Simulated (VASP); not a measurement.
# Mg9O8 (a cell with a defect) in VASP: notebook

The runs below take Mg9O8 (a cell with a defect) through single point, with LDA.

Program: VASP 6.6.1. These are calculated values, not measurements. Logs are shortened: lines on timing, memory, paths and dates and some standing lists are left out, and cuts for length are marked.

### 1 The cell of the first run

The cell holds a defect, 17 atoms: a = 6.095 Å, b = 6.095 Å, c = 6.095 Å, α = 60.00°, β = 60.00°, γ = 60.00°.

### 2 Single point, LDA

Input file INCAR:

```
SYSTEM = Mg9O8
PREC = Accurate
ENCUT = 520
EDIFF = 1E-6
ISMEAR = -1
SIGMA = 0.02
LREAL = Auto
LASPH = .True.
NELM = 60
ALGO = Normal
ISIF = 2
LWAVE = .False.
LCHARG = .True.
GGA = CA
LELF = .True.
LVHAR = .True.
NBANDS = 47
```

Input file KPOINTS:

```
regular mesh
0
Gamma
  2 2 2
  0 0 0
```

Input file POSCAR:

```
Mg9O8
1.0
    0.0000000000      4.3100000000      4.3100000000
    4.3100000000      0.0000000000      4.3100000000
    4.3100000000      4.3100000000      0.0000000000
Mg O
9 8
Direct
    0.0266092807      0.0640354988     -0.0303016241
   -0.0688245940     -0.0588631090      0.4059109049
    0.0395229698      0.4623194896      0.0438545244
    0.0397221578      0.4620975638      0.4827662413
    0.4575914153     -0.0099563805      0.0638751740
    0.4577167053     -0.0094505800      0.5173814385
    0.5190976798      0.5118148492     -0.0008473318
    0.5099348028      0.4885431555      0.5156661253
   -0.0690706497     -0.0584808585      0.7520815545
    0.3060025522      0.2665819026      0.2279842227
    0.2633213457      0.2673174014      0.7490935035
    0.2649808585      0.7278899072      0.2382530162
    0.2657651972      0.7273960557      0.7971844548
    0.7582149652      0.2928277262      0.2159029002
    0.7585873550      0.2934370070      0.7621075406
    0.7705450116      0.7726327146      0.2426747100
    0.7032099768      0.7955232019      0.7658259861
```

Potentials or basis: VASP PAW LDA potentials, release 64 (Mg, O).

Run with:

```bash
$ cat potpaw_LDA.64/Mg/POTCAR potpaw_LDA.64/O/POTCAR > POTCAR
$ mpirun -np 1 vasp_std > vasp.out
```

OUTCAR:

```text
SYSTEM = Mg9O8
   PREC = Accurate
   ENCUT = 520
   EDIFF = 1E-6
   ISMEAR = -1
   LREAL = Auto
   LASPH = .True.
   NELM = 60
   ISIF = 2
   GGA = CA

 ion  position               nearest neighbor table
   1  0.027  0.064  0.970-  11 1.90  14 2.06  15 2.06   9 2.20   2 2.21  12 2.24  13 2.25  16 2.36
                             3 2.73   4 2.73   5 2.74   6 2.74   7 2.92   7 3.19   4 3.42   3 3.43
   2  0.931  0.941  0.406-  12 1.86  14 1.88  17 1.94   9 2.11   1 2.21  16 2.45   4 2.49   6 2.50
                             5 2.89   3 3.00   8 3.18   8 3.36   5 3.64   3 3.66
   3  0.040  0.462  0.044-  10 1.97  14 2.00  13 2.12  11 2.14  16 2.22   9 2.49  17 2.66   4 2.68
                             5 2.72   1 2.73   7 2.95   2 3.00   8 3.05   8 3.06   7 3.17   5 3.39
   4  0.040  0.462  0.483-  10 1.97  15 2.00  12 2.12  11 2.14  16 2.22   2 2.49  17 2.67   3 2.68
                             6 2.72   1 2.73   7 2.95   9 3.00   8 3.06   8 3.06   7 3.17   6 3.39
   5  0.458  0.990  0.064-  10 1.97  12 2.00  17 2.15  16 2.17  11 2.23   9 2.50  15 2.60   3 2.72
                             1 2.74   6 2.77   2 2.89   8 2.92   7 2.95   7 3.19   8 3.20   6 3.33
   6  0.458  0.991  0.517-  10 1.98  13 2.00  17 2.15  16 2.17  11 2.23   2 2.50  14 2.60   4 2.72
                             1 2.74   5 2.77   9 2.90   8 2.92   7 2.95   7 3.19   8 3.20   5 3.33
   7  0.519  0.512  0.999-  15 1.97  14 1.97  12 1.97  13 1.97  10 1.98  17 2.04   1 2.92   4 2.95
                             5 2.95   3 2.95   6 2.95   8 3.05   8 3.05   3 3.17   4 3.17   6 3.19
   8  0.510  0.489  0.516-  11 2.02  15 2.16  14 2.16  13 2.25  12 2.26  16 2.35   5 2.92   6 2.92
                             7 3.05   7 3.05   3 3.05   4 3.06   4 3.06   3 3.06   9 3.18   2 3.18
   9  0.931  0.942  0.752-  13 1.87  15 1.88  17 1.94   2 2.11   1 2.20  16 2.44   3 2.49   5 2.50
                             6 2.90   4 3.00   8 3.18   8 3.36   6 3.65
  10  0.306  0.267  0.228-   4 1.97   3 1.97   5 1.97   6 1.98   7 1.98
  11  0.263  0.267  0.749-   1 1.90   8 2.02   3 2.14   4 2.14   6 2.23   5 2.23
  12  0.265  0.728  0.238-   2 1.86   7 1.97   5 2.00   4 2.12   1 2.24   8 2.26
  13  0.266  0.727  0.797-   9 1.87   7 1.97   6 2.00   3 2.12   8 2.25   1 2.25
  14  0.758  0.293  0.216-   2 1.88   7 1.97   3 2.00   1 2.06   8 2.16   6 2.60
  15  0.759  0.293  0.762-   9 1.88   7 1.97   4 2.00   1 2.06   8 2.16   5 2.60
  16  0.771  0.773  0.243-   5 2.17   6 2.17   3 2.22   4 2.22   8 2.35   1 2.36   9 2.44   2 2.45

  17  0.703  0.796  0.766-   2 1.94   9 1.94   7 2.04   5 2.15   6 2.15   3 2.66   4 2.67

  LATTYP: Found a face centered cubic cell.
 ALAT       =     8.6200000000

  Lattice vectors:

 A1 = (   0.0000000000,   4.3100000000,   4.3100000000)
 A2 = (   4.3100000000,   0.0000000000,   4.3100000000)
 A3 = (   4.3100000000,   4.3100000000,   0.0000000000)

Analysis of symmetry for initial positions (statically):
=====================================================================
 Subroutine PRICEL returns:
 Original cell was already a primitive cell.

 Routine SETGRP: Setting up the symmetry group for a
 face centered cubic supercell.
[... 148 lines left out ...]
   EFERMI_NEDOS =   21; number of points for ismear=-14 and -15
   IALGO  =     38    algorithm
   IMIX   =      4    mixing-type and parameters
     AMIX     =   0.40;   BMIX     =  1.00
     AMIX_MAG =   1.60;   BMIX_MAG =  1.00
  volume/ion in A,a.u.               =       9.42        63.56
  Fermi-wavevector in a.u.,A,eV,Ry     =   1.218341  2.302331 20.195874  1.484355
  Thomas-Fermi vector in A             =   2.353631
   LORBIT       =      0    0 simple, 1 ext, 2 COOP (PROOUT), +10 PAW based schemes
   GGA     = CA    functional components
   LHFCALC =     F    Hartree Fock is set to
   AEXX    =    0.0000 exact exchange contribution
   IVDW    =     0    specifies the selected vdW correction
   LEPSILON=     F    determine dielectric tensor
   LRPA    =     F    only Hartree local field effects (RPA)
 non-spin polarized calculation
  energy-cutoff  :      520.00
  volume of cell :      160.13
 maximum number of plane-waves:      4338
 NGX is ok and might be reduce to    48
   NGX = 23   NGY = 23   NGZ = 23

 number of electron      66.0000002 magnetization

 Free energy of the ion-electron system (eV)
  ---------------------------------------------------
  ext. energy  EPLUGINS =         0.00000000
  ---------------------------------------------------
  free energy    TOTEN  =       -97.22423719 eV

  energy without entropy =      -97.22360609  energy(sigma->0) =      -97.22392164

 E-fermi :   8.4946     XC(G=0): -11.5533

 val. band max:        8.3853825948   @ k =   0.5000   0.0000   0.5000
 cond. band min:       8.5923211904   @ k =   0.5000   0.0000   0.0000
 fundamental gap:      0.2069385956
 Fermi energy:         8.4945789021

 k-point     1 :       0.0000    0.0000    0.0000
  band No.  band energies     occupation
      1     -14.0496      2.00000
      2     -12.9815      2.00000
      3     -12.8042      2.00000
      4     -12.7569      2.00000
      5     -12.7508      2.00000
      6     -12.6344      2.00000
[... 373 lines left out ...]
     44      13.5010      0.00000
     45      13.5683      0.00000
 [bands above 45 left out]

------------------------ aborting loop because EDIFF is reached ----------------------------------------

  FORCE on cell =-STRESS in cart. coord.  units (eV):
  Direction    XX          YY          ZZ          XY          YZ          ZX
  --------------------------------------------------------------------------------------
  -------------------------------------------------------------------------------------
  Total       19.5961451     19.4997491     15.6257067      6.4917568      0.0210253      0.0616711
  in kB      196.0737359    195.1092229    156.3466009     64.9547654      0.2103734      0.6170639
  external PRESSURE =     182.5098532 kB  Pullay stress =       0.0000000 kB

 VOLUME and BASIS-vectors are now :
 -----------------------------------------------------------------------------
  energy-cutoff  :      520.00
  volume of cell :      160.13
      direct lattice vectors                 reciprocal lattice vectors
     0.000000000  4.310000000  4.310000000    -0.116009281  0.116009281  0.116009281
     4.310000000  0.000000000  4.310000000     0.116009281 -0.116009281  0.116009281
     4.310000000  4.310000000  0.000000000     0.116009281  0.116009281 -0.116009281

 POSITION                                       TOTAL-FORCE (eV/Angst)
 -----------------------------------------------------------------------------------
      4.45539      4.29409      0.39068         0.000608     -0.002968     -0.011693
      5.80578      5.76284      8.06967         0.022120      0.024886     -0.019921
      2.18161      0.35936      2.16294        -0.018205      0.008194      0.000015
      4.07236      2.25193      2.16284        -0.002431      0.018902      0.003734
      4.54239      2.24752      6.23931         0.010662     -0.012049     -0.002051
      6.49918      4.20267      6.24203         0.010192     -0.006911     -0.006985
[... 9 lines left out ...]
      4.37598      4.36698      6.65110        -0.004505      0.003231      0.012022
      6.72942      6.33155      6.45954         0.009060     -0.015340     -0.041102
 -----------------------------------------------------------------------------------
    total drift:                                0.001779     -0.002833      0.000194

  FREE ENERGIE OF THE ION-ELECTRON SYSTEM (eV)
  ---------------------------------------------------
  free  energy   TOTEN  =       -97.2242371865 eV

  energy  without entropy=      -97.2236060924  energy(sigma->0) =      -97.22392164
```

OSZICAR:

```text
N       E                     dE             d eps       ncg     rms          rms(c)
DAV:   1     0.340624077069E+03    0.34062E+03   -0.32382E+04   752   0.127E+03
DAV:   2    -0.854927065706E+02   -0.42612E+03   -0.41460E+03  1002   0.274E+02
DAV:   3    -0.111978018549E+03   -0.26485E+02   -0.26347E+02   912   0.707E+01
DAV:   4    -0.112196896718E+03   -0.21888E+00   -0.21864E+00   920   0.704E+00
DAV:   5    -0.112198378681E+03   -0.14820E-02   -0.14818E-02   876   0.584E-01    0.213E+01
DAV:   6    -0.979625707202E+02    0.14236E+02   -0.57619E+01   921   0.339E+01    0.670E+00
DAV:   7    -0.975160158546E+02    0.44655E+00   -0.16680E+00   836   0.618E+00    0.388E+00
DAV:   8    -0.972403273239E+02    0.27569E+00   -0.33711E-01   913   0.324E+00    0.677E-01
DAV:   9    -0.972246115174E+02    0.15716E-01   -0.21423E-02   936   0.945E-01    0.212E-01
DAV:  10    -0.972244742268E+02    0.13729E-03   -0.84415E-03   857   0.410E-01    0.141E-01
DAV:  11    -0.972242538915E+02    0.22034E-03   -0.11941E-03   929   0.217E-01    0.460E-02
DAV:  12    -0.972242385707E+02    0.15321E-04   -0.15301E-04   913   0.746E-02    0.187E-02
DAV:  13    -0.972242377722E+02    0.79850E-06   -0.38351E-05   896   0.314E-02    0.693E-03
DAV:  14    -0.972242371865E+02    0.58575E-06   -0.32763E-06   800   0.122E-02
   1 F= -.97224237E+02 E0= -.97223922E+02  d E =-.631094E-03
```

stdout:

```text
POSCAR found type information on POSCAR MgO
 POSCAR found :  2 types and      17 ions
 scaLAPACK will be used
 LDA part: xc-table for (Slater(with rela. corr.)+CA(PZ))
 , standard interpolation
 POSCAR, INCAR and KPOINTS ok, starting setup
 FFT: planning ... GRIDC
 FFT: planning ... GRID_SOFT
 FFT: planning ... GRID
 WAVECAR not read
 entering main loop
```

Wall time 2.3 min (1 thread of AMD EPYC 7R43 (Zen 3), shared host); peak memory 0.23 GiB.

Results:

- Free energy: -97.2242 eV
- Pressure: 18.3 GPa
- Largest force: 0.049 eV/Å
- Band gap on the k mesh: 0.21 eV

Forces on the atoms (eV/Å):
```
Mg   0.001 -0.003 -0.012
Mg   0.022  0.025 -0.020
Mg  -0.018  0.008  0.000
Mg  -0.002  0.019  0.004
Mg   0.011 -0.012 -0.002
Mg   0.010 -0.007 -0.007
Mg   0.007 -0.005  0.002
Mg   0.006 -0.008  0.000
Mg  -0.034 -0.018 -0.027
O    0.001  0.000  0.003
O   -0.007  0.008  0.041
O   -0.039  0.027  0.011
O   -0.020  0.036  0.012
O    0.025 -0.037  0.016
O    0.034 -0.021  0.008
O   -0.005  0.003  0.012
O    0.009 -0.015 -0.041
```

Levels at points of the mesh, in eV from the valence-band top:
| k point | band 31 | band 32 | band 33 | band 34 | band 35 | band 36 |
| --- | --- | --- | --- | --- | --- | --- |
| (0.00, 0.00, 0.00) | -5.53 | -5.46 | -2.19 | 0.51 | 1.08 | 1.13 |
| (0.50, 0.00, 0.00) | -5.69 | -5.62 | -0.46 | 0.21 | 1.51 | 1.89 |
| (0.00, 0.50, 0.00) | -5.66 | -5.62 | -0.48 | 0.30 | 1.49 | 2.06 |
| (0.00, 0.00, 0.50) | -5.83 | -5.60 | -0.29 | 0.25 | 1.57 | 1.84 |
| (0.50, 0.50, 0.50) | -5.83 | -5.60 | -0.29 | 0.24 | 1.58 | 1.84 |
| (0.50, 0.50, 0.00) | -5.95 | -5.75 | -0.02 | 0.81 | 1.91 | 2.19 |
| (0.00, 0.50, 0.50) | -5.96 | -5.67 | 0.00 | 0.91 | 1.88 | 2.01 |
| (0.50, 0.00, 0.50) | -5.96 | -5.67 | 0.00 | 0.91 | 1.87 | 2.01 |

Caveat: the k points lie up to 0.63 Å⁻¹ apart.

### 3 Single point, LDA

Input file INCAR:

```
PREC     = Accurate       # precision mode
ENCUT    = 520            # plane-wave cutoff, eV
EDIFF    = 1E-6           # SCF threshold, eV
ISMEAR   = -1             # smearing method
SIGMA    = 0.02           # smearing width, eV
LREAL    = Auto         
LASPH    = T              # aspherical terms in the spheres
NELM     = 60             # most SCF steps
ALGO     = Normal         # electronic algorithm
ISIF     = 2              # what is computed and relaxed
LWAVE    = F              # write WAVECAR
LCHARG   = F              # write CHGCAR
GGA      = CA             # functional
NBANDS   = 47             # bands
```

Input file KPOINTS:

```
regular mesh
0
Gamma
  2 2 2
```

Input file POSCAR:

```
Mg9O8
1.0
    0.0000000000      4.3100000000      4.3100000000
    4.3100000000      0.0000000000      4.3100000000
    4.3100000000      4.3100000000      0.0000000000
Mg O
9 8
Direct
    0.0476270302      0.0367901392     -0.0317428074
   -0.0209218097     -0.0253046404      0.4040858469
    0.0166966357      0.4352342227      0.0741161253
    0.0123566125      0.4827252900      0.5045610209
    0.4384080046      0.0285112529      0.0671778422
    0.4863059165      0.0168613689      0.5002323666
    0.5133899072      0.5136142691     -0.0062189095
    0.4974262181      0.5026633411      0.5114700696
   -0.1061609049     -0.1087033643      0.8199230858
    0.2811722738      0.2871131090      0.2474091647
    0.2648269142      0.2661612529      0.7494055684
    0.2741901392      0.7325105568      0.2342397912
    0.2684154292      0.7529223898      0.7701571926
    0.7297296984      0.2669556845      0.2385515081
    0.7460596288      0.2636679814      0.7769018561
    0.7554034803      0.7543180974      0.2195122970
    0.7565973318      0.7498961717      0.7129611369
```

Potentials or basis: VASP PAW LDA potentials, release 64 (Mg, O).

Run with:

```bash
$ cat potpaw_LDA.64/Mg/POTCAR potpaw_LDA.64/O/POTCAR > POTCAR
$ mpirun -np 1 vasp_std > vasp.out
```

Wall time 2 min (1 thread of AMD EPYC 7R43 (Zen 3), shared host); peak memory 0.23 GiB.

The run converged. Its results:

```yaml
Free_energy: -97.3843 eV
Pressure: 17.9 GPa
Largest_force: 0.094 eV/Å
Band_gap_on_the_k_mesh: zero (band 33 reaches 8.55 eV, above the bottom of band 34 at 8.52 eV)
```

Forces in eV/Å, atoms in the order of the input:
```
Mg   0.018 -0.034  0.004
Mg   0.006 -0.030 -0.088
Mg   0.004  0.009  0.012
Mg  -0.021  0.014  0.003
Mg  -0.018  0.007 -0.017
Mg   0.006 -0.003 -0.044
Mg   0.001  0.009  0.011
Mg  -0.004  0.016 -0.001
Mg  -0.073  0.002  0.054
O   -0.010  0.015 -0.002
O    0.002  0.004  0.027
O   -0.041  0.010 -0.007
O   -0.004  0.043  0.015
O    0.026 -0.040  0.029
O    0.039  0.000  0.046
O    0.037  0.023  0.001
O    0.034 -0.046 -0.043
```

Stress tensor (GPa, compression positive):
```
19.52  4.45  1.51
 4.45 18.62  1.67
 1.51  1.67 15.59
```

Levels at points of the mesh, in eV from the Fermi level:
```csv
k point,band 29,band 30,band 31,band 32,band 33,band 34,band 35,band 36,band 37,band 38
"(0.00, 0.00, 0.00)",-6.02,-5.86,-5.74,-5.59,-2.28,0.22,0.72,1.06,1.15,1.64
"(0.50, 0.00, 0.00)",-6.25,-6.04,-5.81,-5.77,-0.49,0.12,1.23,1.57,2.48,2.75
"(0.00, 0.50, 0.00)",-6.24,-6.05,-5.81,-5.79,-0.49,0.09,1.22,1.61,2.47,2.71
"(0.00, 0.00, 0.50)",-6.24,-6.21,-6.12,-5.74,-0.47,-0.02,1.45,1.79,1.90,2.76
"(0.50, 0.50, 0.50)",-6.33,-6.23,-6.00,-5.74,-0.31,0.34,1.38,1.69,2.13,2.61
"(0.50, 0.50, 0.00)",-6.47,-6.24,-6.06,-5.95,0.01,0.68,1.54,2.06,2.23,2.92
"(0.00, 0.50, 0.50)",-6.42,-6.30,-6.16,-5.81,-0.06,0.76,1.61,1.78,2.24,3.10
"(0.50, 0.00, 0.50)",-6.40,-6.29,-6.15,-5.81,-0.06,0.75,1.63,1.81,2.20,3.07
```

Caveat: the k points lie up to 0.63 Å⁻¹ apart.
